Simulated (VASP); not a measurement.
# LaGe2S2 (P-3m1) in VASP: single point with PBE

Aim: the single point of LaGe2S2 with PBE.

All numbers are computed with VASP 6.6.1; they aren't measurements. Logs are shortened: lines on timing, memory, paths and dates and some standing lists are left out, and cuts for length are marked.

## 1. The cell of the first run

Symmetry: P-3m1, No. 164, trigonal system. Conventional cell: a = 4.813 Å, b = 4.813 Å, c = 5.710 Å, α = 90.00°, β = 90.00°, γ = 120.00°. Ge (site symmetry 3m) has 5 S at 2.37 to 3.34 Å and 3 La at 3.22 Å within 3.4 Å. Within 3.1 Å of S (site symmetry 3m) lie 4 Ge at 2.37 to 2.78 Å. Within 4.2 Å of La (site symmetry -3m) lie 6 Ge at 3.22 Å and 6 S at 3.27 Å.

## 2. Single point, PBE

File INCAR:

```
ALGO     = Normal         # electronic algorithm
EDIFF    = 1E-6           # SCF threshold, eV
ENCUT    = 520            # plane-wave cutoff, eV
GGA      = PE             # functional
ISIF     = 2              # what is computed and relaxed
ISMEAR   = -1             # smearing method
LASPH    = T              # aspherical terms in the spheres
LCHARG   = T              # write CHGCAR
LELF     = T              # ELF
LREAL    = F              # projectors in reciprocal space
LVHAR    = T            
LWAVE    = F              # write WAVECAR
NBANDS   = 34             # bands
NELM     = 60             # most SCF steps
PREC     = Accurate       # precision mode
SIGMA    = 0.0497         # smearing width, eV
```

File KPOINTS:

```
k-points
0
Gamma
  8 8 5
```

File POSCAR:

```
LaGe2S2
1.0
    2.4063673441      4.1679505017      0.0000000000
   -2.4063673441      4.1679505017      0.0000000000
    0.0000000000      0.0000000000      5.7099296995
Ge S La
2 2 1
Direct
    0.3333333333      0.3333333333      0.2834277966
    0.6666666667      0.6666666667      0.7165722034
    0.3333333333      0.3333333333      0.6991773411
    0.6666666667      0.6666666667      0.3008226589
    0.0000000000      0.0000000000      0.0000000000
```

Potentials or basis: VASP PAW PBE potentials, release 64 (Ge_d, S, La).

Run with:

```
cat potpaw_PBE.64/Ge_d/POTCAR potpaw_PBE.64/S/POTCAR potpaw_PBE.64/La/POTCAR > POTCAR
mpirun -np 1 vasp_std > vasp.out
```

OUTCAR:

```text
EDIFF = 1E-6
   ENCUT = 520
   GGA = PE
   ISIF = 2
   ISMEAR = -1
   LASPH = T
   LREAL = F
   NELM = 60
   PREC = Accurate

 ion  position               nearest neighbor table
   1  0.333  0.333  0.283-   3 2.37   4 2.78   4 2.78   4 2.78   5 3.22   5 3.22   5 3.22
   2  0.667  0.667  0.717-   4 2.37   3 2.78   3 2.78   3 2.78   5 3.22   5 3.22   5 3.22
   3  0.333  0.333  0.699-   1 2.37   2 2.78   2 2.78   2 2.78
   4  0.667  0.667  0.301-   2 2.37   1 2.78   1 2.78   1 2.78
   5  0.000  0.000  0.000-   1 3.22   2 3.22   2 3.22   2 3.22   1 3.22   1 3.22

  LATTYP: Found a hexagonal cell.
 ALAT       =     4.8127346882
 C/A-ratio  =     1.1864210411

  Lattice vectors:

 A1 = (   2.4063673441,  -4.1679505017,   0.0000000000)
 A2 = (   2.4063673441,   4.1679505017,   0.0000000000)
 A3 = (   0.0000000000,   0.0000000000,   5.7099296995)

Analysis of symmetry for initial positions (statically):
=====================================================================
 Subroutine PRICEL returns:
 Original cell was already a primitive cell.

 Routine SETGRP: Setting up the symmetry group for a
 hexagonal supercell.

 Subroutine GETGRP returns: Found 12 space group operations
 (whereof 12 operations were pure point group operations)
 out of a pool of 24 trial point group operations.

The static configuration has the point symmetry D_3d.

Analysis of symmetry for dynamics (positions and initial velocities):
=====================================================================
 Subroutine PRICEL returns:
 Original cell was already a primitive cell.

 Routine SETGRP: Setting up the symmetry group for a
 hexagonal supercell.

 Subroutine GETGRP returns: Found 12 space group operations
 (whereof 12 operations were pure point group operations)
 out of a pool of 24 trial point group operations.

The dynamic configuration has the point symmetry D_3d.

 Subroutine INISYM returns: Found 12 space group operations
 (whereof 12 operations are pure point group operations),
 and found     1 'primitive' translations

----------------------------------------------------------------------------------------

                                     Primitive cell

  volume of cell :     114.5368

  direct lattice vectors                    reciprocal lattice vectors
[... 79 lines left out ...]
   dimension x,y,z NGXF=    72 NGYF=   72 NGZF=   84
   ions per type =               2   2   1
   NGX,Y,Z   is equivalent  to a cutoff of  12.44, 12.44, 12.23 a.u.
   NGXF,Y,Z  is equivalent  to a cutoff of  24.87, 24.87, 24.46 a.u.
 SYSTEM =  unknown system
   PREC   = accura    normal or accurate (medium, high low for compatibility)
   ISTART =      0    job   : 0-new  1-cont  2-samecut
   ICHARG =      2    charge: 1-file 2-atom 10-const
   ISPIN  =      1    spin polarized calculation?
   LNONCOLLINEAR =      F non collinear calculations
   LSORBIT =      F    spin-orbit coupling
   LASPH  =      T    aspherical Exc in radial PAW
   ENCUT  =  520.0 eV  38.22 Ry    6.18 a.u.   8.95  8.95 10.62*2*pi/ulx,y,z
   NELM   =     60;   NELMIN=  2; NELMDL= -5     # of ELM steps
   EDIFF  = 0.1E-05   stopping-criterion for ELM
   LREAL  =      F    real-space projection
[... 7 lines left out ...]
   TEBEG  =    0.0;   TEEND  =   0.0 temperature during run
   PSTRESS=    0.0 pullay stress
   NELECT =      51.0000    total number of electrons
   NUPDOWN=      -1.0000    fix difference up-down
   EMIN   =  10.00;   EMAX   =-10.00  energy-range for DOS
   EFERMI =   0.00;   METHOD = LEGACY
   ISMEAR =    -1;   SIGMA  =   0.05  broadening in eV -4-tet -1-fermi 0-gaus
   EFERMI_NEDOS =   21; number of points for ismear=-14 and -15
   IALGO  =     38    algorithm
   IMIX   =      4    mixing-type and parameters
     AMIX     =   0.40;   BMIX     =  1.00
     AMIX_MAG =   1.60;   BMIX_MAG =  1.00
  volume/ion in A,a.u.               =      22.91       154.59
  Fermi-wavevector in a.u.,A,eV,Ry     =   1.250115  2.362374 21.263000  1.562786
  Thomas-Fermi vector in A             =   2.384124
   LORBIT       =      0    0 simple, 1 ext, 2 COOP (PROOUT), +10 PAW based schemes
   GGA     = PE    functional components
   LHFCALC =     F    Hartree Fock is set to
   AEXX    =    0.0000 exact exchange contribution
   IVDW    =     0    specifies the selected vdW correction
   LEPSILON=     F    determine dielectric tensor
   LRPA    =     F    only Hartree local field effects (RPA)
 non-spin polarized calculation
  energy-cutoff  :      520.00
  volume of cell :      114.54
 maximum number of plane-waves:      3117
   NGX = 17   NGY = 17   NGZ = 21

 number of electron      51.0000023 magnetization

 Free energy of the ion-electron system (eV)
  ---------------------------------------------------
  ext. energy  EPLUGINS =         0.00000000
  ---------------------------------------------------
  free energy    TOTEN  =       -24.23858644 eV

  energy without entropy =      -24.21203111  energy(sigma->0) =      -24.22530878

 E-fermi :   7.0770     XC(G=0): -10.0954

 val. band max:        7.0581830999   @ k =   0.2500   0.1250   0.2000
 cond. band min:       7.0781042668   @ k =   0.3750   0.0000   0.4000
 fundamental gap:      0.0199211669
 Fermi energy:         7.0769909000

 k-point     1 :       0.0000    0.0000    0.0000
  band No.  band energies     occupation
      1     -26.1761      2.00000
      2     -17.9392      2.00000
      3     -17.9369      2.00000
      4     -17.9369      2.00000
      5     -17.9345      2.00000
      6     -17.9345      2.00000
[... 877 lines left out ...]
     33       8.8077      0.00000
     34       8.9621      0.00000

 [... further k-points ...]
[... 5 lines left out ...]
  --------------------------------------------------------------------------------------
  -------------------------------------------------------------------------------------
  Total       -0.0177186     -0.0177186     -0.0748988      0.0000000      0.0000000      0.0000000
  in kB       -0.2478533     -0.2478533     -1.0477086      0.0000000      0.0000000      0.0000000
  external PRESSURE =      -0.5144717 kB  Pullay stress =       0.0000000 kB

 VOLUME and BASIS-vectors are now :
 -----------------------------------------------------------------------------
  energy-cutoff  :      520.00
  volume of cell :      114.54
      direct lattice vectors                 reciprocal lattice vectors
     2.406367344  4.167950502  0.000000000     0.207782075  0.119963037  0.000000000
    -2.406367344  4.167950502  0.000000000    -0.207782075  0.119963037  0.000000000
     0.000000000  0.000000000  5.709929699     0.000000000  0.000000000  0.175133505

 POSITION                                       TOTAL-FORCE (eV/Angst)
 -----------------------------------------------------------------------------------
      0.00000      2.77863      1.61835         0.000000      0.000000      0.001006
      0.00000      5.55727      4.09158        -0.000000     -0.000000     -0.001006
      0.00000      2.77863      3.99225         0.000000     -0.000000     -0.002966
      0.00000      5.55727      1.71768        -0.000000      0.000000      0.002966
      0.00000      0.00000      0.00000         0.000000     -0.000000      0.000000
 -----------------------------------------------------------------------------------
    total drift:                                0.000000      0.000000     -0.000000

  FREE ENERGIE OF THE ION-ELECTRON SYSTEM (eV)
  ---------------------------------------------------
  free  energy   TOTEN  =       -24.2385864400 eV

  energy  without entropy=      -24.2120311139  energy(sigma->0) =      -24.22530878
```

Wall time 3 min (1 thread of Oxide Virtual Turin-like, shared host); peak memory 0.3 GiB.

Results:

```
Free energy            : -24.2386 eV
Pressure               : -0.1 GPa
Band gap on the k mesh : zero (an odd number of electrons rules out a gap without spin polarisation)
```

Forces in eV/Å, atoms in the order of the input:
```
Ge   0.000  0.000  0.001
Ge   0.000  0.000 -0.001
S    0.000  0.000 -0.003
S    0.000  0.000  0.003
La   0.000  0.000  0.000
```

Caveat: spin-orbit coupling is left out, which moves the levels of the heavy elements; an odd number of electrons without spin polarisation forces a metal; a magnetic or distorted state may lie lower.
